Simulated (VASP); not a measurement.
A run of VASP 6.6.1 is set up as follows.

Contents of INCAR:

```
SYSTEM = Si
  PREC = Accurate
  ENCUT = 520
  EDIFF = 1E-6
  ISMEAR = 1
  SIGMA = 0.1
  LREAL = .FALSE.
  LASPH = .TRUE.
  NELM = 80
  ALGO = Normal
  ISIF = 2
  LWAVE = .FALSE.
  LCHARG = .FALSE.
  GGA = PE
  ISYM = 0
  NBANDS = 11
```

The input KPOINTS:

```
Automatic mesh
0
G
  14 14 10
  0 0 0
```

The input POSCAR:

```
Si
1.0
   -2.4073209840      2.4070865553      1.3222184415
    2.4070865553     -2.4073209840      1.3222184415
    2.4106393998      2.4106393998     -1.3226366539
Si
2
Direct
    0.2501345942      0.7498654058      0.5000000000
    0.4998654058      0.5001345942      0.0000000000
```

Potentials or basis: VASP PAW PBE potentials, release 64 (Si).

The run is started by

```console
$ cat potpaw_PBE.64/Si/POTCAR > POTCAR
$ mpirun -np 1 vasp_std > vasp.out
```

Task: Predict the band gap on the k mesh.

Result: Zero (bands 4 and 5 overlap by 6.13 eV).

Task: Estimate the pressure.

Result: -0.1 GPa.
